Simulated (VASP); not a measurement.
# In (C2/m) in VASP: a series of runs

Runs on In. Level: PBE. Tasks: single point.

Everything below comes from runs of VASP 6.6.1. Logs are shortened: lines on timing, memory, paths and dates and some standing lists are left out, and cuts for length are marked.

## (1) The cell of the first run

It takes space group C2/m (No. 12, monoclinic). The conventional cell has a = 4.532 Å, b = 4.668 Å, c = 3.283 Å, α = 90.00°, β = 131.14°, γ = 90.00°. In (site symmetry 2/m) has 12 In at 3.25 to 3.43 Å within 4.3 Å.

## (2) Single point, PBE (equal xy, yz and zx shear strains of -3 %)

The input, INCAR:

```
ALGO = Normal
EDIFF = 1E-6
ENCUT = 500
GGA = PE
GGA_COMPAT = False
ISIF = 2
ISMEAR = -1
LASPH = True
LCHARG = True
LELF = True
LREAL = False
LVHAR = True
LWAVE = False
NBANDS = 12
NELM = 120
PREC = Accurate
SIGMA = 0.05
```

The input, KPOINTS:

```
k-points
0
Gamma
  12 12 14
```

The input, POSCAR:

```
In
1.0
   -1.6876515000      1.6134330000      2.4739500000
    1.6134330000     -1.6876515000      2.4739500000
    1.6388670000      1.6388670000     -2.5227345000
In
1
Direct
    0.0000000000      0.0000000000      0.0000000000
```

Potentials or basis: VASP PAW PBE potentials, release 64 (In_d).

Launch:

```bash
$ cat potpaw_PBE.64/In_d/POTCAR > POTCAR
$ mpirun -np 1 vasp_std > vasp.out
```

OUTCAR:

```text
EDIFF = 1E-6
   ENCUT = 500
   GGA = PE
   ISIF = 2
   ISMEAR = -1
   LASPH = True
   LREAL = False
   NELM = 120
   PREC = Accurate

 ion  position               nearest neighbor table
   1  0.000  0.000  0.000-

  Warning from LATTYP: Got some problem with cell dimensions!
  Tried to take original basis but could not verify dimensions!
  LATTYP: Found a base centered monoclinic cell.
 ALAT       =     4.5315055806
 B/A-ratio  =     1.0302179678
 C/A-ratio  =     0.7244694459
 COS(beta)  =    -0.6579526451

  Lattice vectors:

 A1 = (  -3.2523000000,   0.0487845000,   0.0487845000)
 A2 = (   0.0487845000,  -3.2523000000,   0.0487845000)
 A3 = (   1.5646485000,   1.5646485000,   2.4251655000)

Analysis of symmetry for initial positions (statically):
=====================================================================
 Subroutine PRICEL returns:
 Original cell was already a primitive cell.

 Routine SETGRP: Setting up the symmetry group for a
 base centered monoclinic supercell.

 Subroutine GETGRP returns: Found  4 space group operations
 (whereof  4 operations were pure point group operations)
 out of a pool of  4 trial point group operations.

The static configuration has the point symmetry C_2h.

Analysis of symmetry for dynamics (positions and initial velocities):
=====================================================================
 Subroutine PRICEL returns:
 Original cell was already a primitive cell.

 Routine SETGRP: Setting up the symmetry group for a
 base centered monoclinic supercell.

 Subroutine GETGRP returns: Found  4 space group operations
 (whereof  4 operations were pure point group operations)
 out of a pool of  4 trial point group operations.

The dynamic configuration has the point symmetry C_2h.

 Subroutine INISYM returns: Found  4 space group operations
 (whereof  4 operations are pure point group operations),
 and found     1 'primitive' translations

----------------------------------------------------------------------------------------

                                     Primitive cell

  volume of cell :      26.1503

  direct lattice vectors                    reciprocal lattice vectors
    -1.687651500  1.613433000  2.473950000     0.007763658  0.310694407  0.206882815
     1.613433000 -1.687651500  2.473950000     0.310694407  0.007763658  0.206882815
     1.638867000  1.638867000 -2.522734500     0.312299741  0.312299741  0.009368992

  length of vectors
     3.401729300  3.401729300  3.425778663     0.373352097  0.373352097  0.441757892

  position of ions in fractional coordinates (direct lattice)
     0.000000000  0.000000000  0.000000000

  ion indices of the primitive-cell ions
   primitive index   ion index
                 1           1

----------------------------------------------------------------------------------------

 KPOINTS: k-points

Automatic generation of k-mesh.
 Grid dimensions read from file:
 generate k-points for:   12   12   14

 Generating k-lattice:

  Cartesian coordinates                     Fractional coordinates (reciprocal lattice)
     0.000646972  0.025891201  0.017240235     0.083333333  0.000000000 -0.000000000
     0.025891201  0.000646972  0.017240235     0.000000000  0.083333333 -0.000000000
     0.022307124  0.022307124  0.000669214    -0.000000000 -0.000000000  0.071428571

  Length of vectors
     0.031112675  0.031112675  0.031554135

  Shift w.r.t. Gamma in fractional coordinates (k-lattice)
     0.000000000  0.000000000  0.000000000

 Subroutine IBZKPT returns following result:
 ===========================================

 Found    554 irreducible k-points:

 Following reciprocal coordinates:
            Coordinates               Weight
  0.000000  0.000000  0.000000      1.000000
  0.083333 -0.000000  0.000000      4.000000
  0.166667 -0.000000  0.000000      4.000000
  0.250000 -0.000000  0.000000      4.000000
  0.333333 -0.000000  0.000000      4.000000
  0.416667  0.000000 -0.000000      4.000000
[... 16 lines left out ...]
  0.500000  0.166667  0.000000      4.000000
 -0.416667  0.166667  0.000000      4.000000
 [... further k-points ...]
   k-points           NKPTS =    554   k-points in BZ     NKDIM =    554   number of bands    NBANDS=     12
   number of dos      NEDOS =    301   number of ions     NIONS =      1
   total plane-waves  NPLWV =  21952
   dimension x,y,z NGX =    28 NGY =   28 NGZ =   28
   dimension x,y,z NGXF=    56 NGYF=   56 NGZF=   56
   ions per type =               1
   NGX,Y,Z   is equivalent  to a cutoff of  13.68, 13.68, 13.59 a.u.
   NGXF,Y,Z  is equivalent  to a cutoff of  27.37, 27.37, 27.18 a.u.
 SYSTEM =  unknown system
   PREC   = accura    normal or accurate (medium, high low for compatibility)
   ISTART =      0    job   : 0-new  1-cont  2-samecut
   ICHARG =      2    charge: 1-file 2-atom 10-const
   ISPIN  =      1    spin polarized calculation?
   LNONCOLLINEAR =      F non collinear calculations
   LSORBIT =      F    spin-orbit coupling
   LASPH  =      T    aspherical Exc in radial PAW
   ENCUT  =  500.0 eV  36.75 Ry    6.06 a.u.   6.20  6.20  6.25*2*pi/ulx,y,z
   NELM   =    120;   NELMIN=  2; NELMDL= -5     # of ELM steps
   EDIFF  = 0.1E-05   stopping-criterion for ELM
   LREAL  =      F    real-space projection
[... 7 lines left out ...]
   TEBEG  =    0.0;   TEEND  =   0.0 temperature during run
   PSTRESS=    0.0 pullay stress
   NELECT =      13.0000    total number of electrons
   NUPDOWN=      -1.0000    fix difference up-down
   EMIN   =  10.00;   EMAX   =-10.00  energy-range for DOS
   EFERMI =   0.00;   METHOD = LEGACY
   ISMEAR =    -1;   SIGMA  =   0.05  broadening in eV -4-tet -1-fermi 0-gaus
   EFERMI_NEDOS =   21; number of points for ismear=-14 and -15
   IALGO  =     38    algorithm
   IMIX   =      4    mixing-type and parameters
     AMIX     =   0.40;   BMIX     =  1.00
     AMIX_MAG =   1.60;   BMIX_MAG =  1.00
  volume/ion in A,a.u.               =      26.15       176.47
  Fermi-wavevector in a.u.,A,eV,Ry     =   1.296873  2.450734 22.883346  1.681878
  Thomas-Fermi vector in A             =   2.428301
   LORBIT       =      0    0 simple, 1 ext, 2 COOP (PROOUT), +10 PAW based schemes
   GGA     = PE    functional components
   LHFCALC =     F    Hartree Fock is set to
   AEXX    =    0.0000 exact exchange contribution
   IVDW    =     0    specifies the selected vdW correction
   LEPSILON=     F    determine dielectric tensor
   LRPA    =     F    only Hartree local field effects (RPA)
 non-spin polarized calculation
  energy-cutoff  :      500.00
  volume of cell :       26.15
 maximum number of plane-waves:       677
 NGX is ok and might be reduce to    28
   NGX = 13   NGY = 13   NGZ = 13

 number of electron      12.9999998 magnetization

 Free energy of the ion-electron system (eV)
  ---------------------------------------------------
  ext. energy  EPLUGINS =         0.00000000
  ---------------------------------------------------
  free energy    TOTEN  =        -2.55174307 eV

  energy without entropy =       -2.54843360  energy(sigma->0) =       -2.55008833

 E-fermi :   7.5171     XC(G=0): -10.2540

 val. band max:        7.4995280053   @ k =  -0.4167  -0.4167   0.1429
 cond. band min:       7.5283512932   @ k =  -0.4167  -0.4167   0.2143
 fundamental gap:      0.0288232878
 Fermi energy:         7.5170884494

 k-point     1 :       0.0000    0.0000    0.0000
  band No.  band energies     occupation
      1      -7.1830      2.00000
      2      -7.1032      2.00000
      3      -7.0497      2.00000
      4      -6.9893      2.00000
      5      -6.8867      2.00000
      6      -2.0207      2.00000
      7      17.5708      0.00000
      8      17.8891      0.00000
      9      18.7383      0.00000
     10      19.3596      0.00000
     11      21.0168      0.00000
     12      21.4530      0.00000

 k-point     2 :       0.0833   -0.0000    0.0000
  band No.  band energies     occupation
      1      -7.1708      2.00000
      2      -7.0912      2.00000
      3      -7.0475      2.00000
      4      -6.9903      2.00000
      5      -6.8921      2.00000
      6      -1.8639      2.00000
      7      16.7825      0.00000
      8      17.3049      0.00000
      9      17.7910      0.00000
     10      19.0275      0.00000
     11      21.4639      0.00000
     12      21.9774      0.00000

 k-point     3 :       0.1667   -0.0000    0.0000
  band No.  band energies     occupation
      1      -7.1492      2.00000
      2      -7.0798      2.00000
      3      -7.0302      2.00000
      4      -6.9780      2.00000
      5      -6.9013      2.00000
      6      -1.3888      2.00000
      7      13.8896      0.00000
      8      16.5903      0.00000
      9      17.3741      0.00000
     10      18.8450      0.00000
     11      20.7929      0.00000
     12      22.4982      0.00000
[... 286 lines left out ...]
 k-point    23 :       0.5000    0.1667    0.0000
  band No.  band energies     occupation
      1      -7.1492      2.00000
      2      -7.0828      2.00000
      3      -7.0378      2.00000
      4      -6.8732      2.00000
      5      -6.7773      2.00000
      6       3.0584      2.00000
      7       5.8765      2.00000
      8      12.6934      0.00000
      9      13.5888      0.00000
     10      16.3748      0.00000
     11      20.8611      0.00000
     12      23.8287      0.00000

 k-point    24 :      -0.4167    0.1667    0.0000
  band No.  band energies     occupation
      1      -7.1570      2.00000
      2      -7.0769      2.00000
      3      -7.0219      2.00000
      4      -6.9041      2.00000
      5      -6.7926      2.00000
      6       1.5345      2.00000
      7       8.1036      0.00002
      8      13.1316      0.00000
      9      13.8178      0.00000
     10      16.2394      0.00000
     11      21.3767      0.00000
     12      22.8400      0.00000

 [... further k-points ...]

------------------------ aborting loop because EDIFF is reached ----------------------------------------

  FORCE on cell =-STRESS in cart. coord.  units (eV):
  Direction    XX          YY          ZZ          XY          YZ          ZX
  --------------------------------------------------------------------------------------
  -------------------------------------------------------------------------------------
  Total        0.3300926      0.3300926      0.3522102      0.0274163      0.0138932      0.0138932
  in kB       20.2241576     20.2241576     21.5792591      1.6797452      0.8512091      0.8512125
  external PRESSURE =      20.6758581 kB  Pullay stress =       0.0000000 kB

 VOLUME and BASIS-vectors are now :
 -----------------------------------------------------------------------------
  energy-cutoff  :      500.00
  volume of cell :       26.15
      direct lattice vectors                 reciprocal lattice vectors
    -1.687651500  1.613433000  2.473950000     0.007763658  0.310694407  0.206882815
     1.613433000 -1.687651500  2.473950000     0.310694407  0.007763658  0.206882815
     1.638867000  1.638867000 -2.522734500     0.312299741  0.312299741  0.009368992

 POSITION                                       TOTAL-FORCE (eV/Angst)
 -----------------------------------------------------------------------------------
      0.00000      0.00000      0.00000         0.000000      0.000000      0.000000
 -----------------------------------------------------------------------------------
    total drift:                               -0.000000     -0.000000     -0.000000

  FREE ENERGIE OF THE ION-ELECTRON SYSTEM (eV)
  ---------------------------------------------------
  free  energy   TOTEN  =        -2.5517430654 eV

  energy  without entropy=       -2.5484336026  energy(sigma->0) =       -2.55008833
```

Run time: 2.1 min. Hardware: 1 thread of Intel Xeon Platinum 8488C (Sapphire Rapids), shared host; peak memory 0.28 GiB.

What came out:

| Item | Value |
| --- | --- |
| Free energy | -2.5517 eV |
| Pressure | 2.1 GPa |
| Band gap on the k mesh | zero (an odd number of electrons rules out a gap without spin polarisation) |

Levels at points of the mesh, in eV from the Fermi level:
```tsv
k point	band 2	band 3	band 4	band 5	band 6	band 7	band 8	band 9	band 10	band 11
(0.00, 0.00, 0.00)	-14.62	-14.57	-14.51	-14.40	-9.54	10.05	10.37	11.22	11.84	13.50
(0.50, 0.00, 0.00)	-14.67	-14.56	-14.32	-14.27	-4.06	-3.29	7.15	8.98	11.02	11.05
(0.50, 0.50, 0.00)	-14.75	-14.32	-14.31	-14.21	-2.11	-1.91	3.36	4.61	6.84	8.03
(0.00, 0.00, 0.50)	-14.76	-14.33	-14.27	-14.22	-1.77	-1.36	3.37	3.72	6.80	7.17
(0.50, 0.00, 0.50)	-14.66	-14.57	-14.33	-14.28	-4.52	-3.43	7.94	9.20	11.45	11.89
(0.50, 0.50, 0.50)	-14.75	-14.31	-14.28	-14.25	-2.90	-2.66	4.68	4.83	8.21	8.22
```

Caveat: the cell differs from its parent crystal (equal xy, yz and zx shear strains of -3 %); spin-orbit coupling is left out, which moves the levels of the heavy elements.

## (3) Single point, PBE (equal xy, yz and zx shear strains of -1 %)

The input, INCAR:

```
PREC = Accurate ; ENCUT = 500
EDIFF = 1E-6 ; ISMEAR = -1
SIGMA = 0.05 ; LREAL = F
LASPH = T ; NELM = 120
ALGO = Normal ; ISIF = 2
LWAVE = F ; LCHARG = F
GGA = PE ; NBANDS = 12
GGA_COMPAT = F
```

The input, KPOINTS:

```
Automatic mesh
0
Gamma
  12 12 14
```

The input, POSCAR:

```
In
1.0
   -1.6466505000      1.6219110000      2.4739500000
    1.6219110000     -1.6466505000      2.4739500000
    1.6303890000      1.6303890000     -2.4902115000
In
1
Direct
    0.0000000000      0.0000000000      0.0000000000
```

Potentials or basis: VASP PAW PBE potentials, release 64 (In_d).

Launch:

```bash
$ cat potpaw_PBE.64/In_d/POTCAR > POTCAR
$ mpirun -np 1 vasp_std > vasp.out
```

It took 2.1 min on 1 thread of Intel Xeon Platinum 8488C (Sapphire Rapids), shared host; peak memory 0.28 GiB.

Results (log left out):

- Free energy: -2.5522 eV
- Pressure: 2.0 GPa
- Band gap on the k mesh: zero (an odd number of electrons rules out a gap without spin polarisation)

Stress tensor (GPa, compression positive):
```
 1.86 -0.11  0.02
-0.11  1.86  0.02
 0.02  0.02  2.30
```

Levels at points of the mesh, in eV from the Fermi level:
```csv
k point,band 3,band 4,band 5,band 6,band 7,band 8,band 9,band 10
"(0.00, 0.00, 0.00)",-14.58,-14.50,-14.40,-9.53,10.43,10.54,10.85,11.62
"(0.50, 0.00, 0.00)",-14.57,-14.31,-14.27,-4.21,-3.33,7.42,9.10,11.10
"(0.50, 0.50, 0.00)",-14.31,-14.30,-14.21,-2.00,-1.72,3.54,4.13,7.03
"(0.00, 0.00, 0.50)",-14.31,-14.29,-14.21,-1.88,-1.55,3.48,3.89,6.95
"(0.50, 0.00, 0.50)",-14.57,-14.32,-14.28,-4.36,-3.38,7.69,9.21,11.18
"(0.50, 0.50, 0.50)",-14.30,-14.27,-14.26,-2.91,-2.65,4.72,4.77,8.20
```

Caveat: the cell differs from its parent crystal (equal xy, yz and zx shear strains of -1 %); spin-orbit coupling is left out, which moves the levels of the heavy elements.

## (4) Single point, PBE (equal xy, yz and zx shear strains of +2 %)

The input, INCAR:

```
  ALGO = Normal
  EDIFF = 1E-6
  ENCUT = 500
  GGA = PE
  GGA_COMPAT = False
  ISIF = 2
  ISMEAR = -1
  LASPH = True
  LCHARG = False
  LREAL = False
  LWAVE = False
  NBANDS = 12
  NELM = 120
  PREC = Accurate
  SIGMA = 0.05
```

The input, KPOINTS:

```
k-points
0
Gamma
  12 12 14
```

The input, POSCAR:

```
In
1.0
   -1.5851490000      1.6346280000      2.4739500000
    1.6346280000     -1.5851490000      2.4739500000
    1.6176720000      1.6176720000     -2.4414270000
In
1
Direct
    0.0000000000      0.0000000000      0.0000000000
```

Launch:

```bash
$ cat potpaw_PBE.64/In_d/POTCAR > POTCAR
$ mpirun -np 1 vasp_std > vasp.out
```

It took 1.9 min on 1 thread of Intel Xeon Platinum 8488C (Sapphire Rapids), shared host; peak memory 0.28 GiB.

It converged, with:

| Quantity | Value |
| --- | --- |
| Free energy | -2.5525 eV |
| Pressure | 2.0 GPa |
| Band gap on the k mesh | zero (an odd number of electrons rules out a gap without spin polarisation) |

Stress tensor (GPa, compression positive):
```
 2.03 -0.44  0.15
-0.44  2.03  0.15
 0.15  0.15  2.07
```

Levels at points of the mesh, in eV from the Fermi level:
```
           k point  band 2  band 3  band 4  band 5  band 6  band 7  band 8  band 9  band 10  band 11
(0.00, 0.00, 0.00)  -14.61  -14.60  -14.52  -14.42   -9.55   10.27   10.41   11.02    11.68    13.65
(0.50, 0.00, 0.00)  -14.67  -14.59  -14.34  -14.29   -4.45   -3.42    7.80    9.29    11.17    11.71
(0.50, 0.50, 0.00)  -14.77  -14.33  -14.31  -14.23   -1.85   -1.49    3.19    4.01     6.63     7.45
(0.00, 0.00, 0.50)  -14.77  -14.34  -14.31  -14.22   -2.07   -1.82    3.65    4.12     7.19     7.47
(0.50, 0.00, 0.50)  -14.69  -14.58  -14.32  -14.29   -4.16   -3.33    7.28    8.94    11.15    11.15
(0.50, 0.50, 0.50)  -14.76  -14.32  -14.29  -14.28   -2.92   -2.67    4.68    4.78     8.19     8.20
```

Caveat: the cell differs from its parent crystal (equal xy, yz and zx shear strains of +2 %); spin-orbit coupling is left out, which moves the levels of the heavy elements.

## (5) Overview

| cell | gap on the mesh (eV) | pressure (GPa) |
| --- | --- | --- |
| a = 3.402, b = 3.402, c = 3.426 Å, angles 123.1, 123.1, 86.7°, 1 atom | none | 2.1 |
| a = 3.386, b = 3.386, c = 3.394 Å, angles 122.7, 122.7, 86.1°, 1 atom | none | 2.0 |
| a = 3.362, b = 3.362, c = 3.346 Å, angles 122.0, 122.0, 85.2°, 1 atom | none | 2.0 |

Alike in all rows: task single point; level PBE; potentials or basis VASP PAW PBE potentials, release 64 (In_d); no spin polarisation; k mesh 12 × 12 × 14; cutoff (eV) 500; smearing fermi-dirac 0.05 eV.

Caveats: spin-orbit coupling is left out, which moves the levels of the heavy elements.

Absolute energies hang on the potentials; compare differences alone.
